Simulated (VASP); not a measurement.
Ti: single point with r2SCAN

Ti:

```
Ti
1.0
    -1.62861    1.62861    1.62861
     1.62861   -1.62861    1.62861
     1.62861    1.62861   -1.62861
Ti
1
Cartesian
  0.0000 0.0000 0.0000
```

| Property | Result |
| --- | --- |
| Program | VASP 6.6.1 |
| Task | single point |
| Functional | r2SCAN |
| Potentials or basis | VASP PAW PBE potentials, release 64 (Ti_sv) |
| Cutoff | 520 eV |
| k mesh | 9 × 9 × 9 |
| Occupations | fermi-dirac, width 0.1 eV |
| Spin | no spin polarisation |

| Quantity | Value |
| --- | --- |
| Pressure | 0.3 GPa |
| Band gap on the k mesh | zero (band 6 reaches 9.33 eV, above the bottom of band 7 at 7.49 eV) |

Levels at points of the mesh, in eV from the Fermi level:
```
           k point  band 3  band 4  band 5  band 6  band 7  band 8  band 9  band 10
(0.00, 0.00, 0.00)  -33.70  -33.70   -6.37    1.14    1.14    1.14    2.93     2.93
```

Wall time 12 s on 1 thread of Intel(R) Xeon(R) 6975P-C (Granite Rapids), on a shared host, peak memory 0.14 GiB.

Caveat: the PAW data sets were made with another functional, which shifts forces and pressure a little.
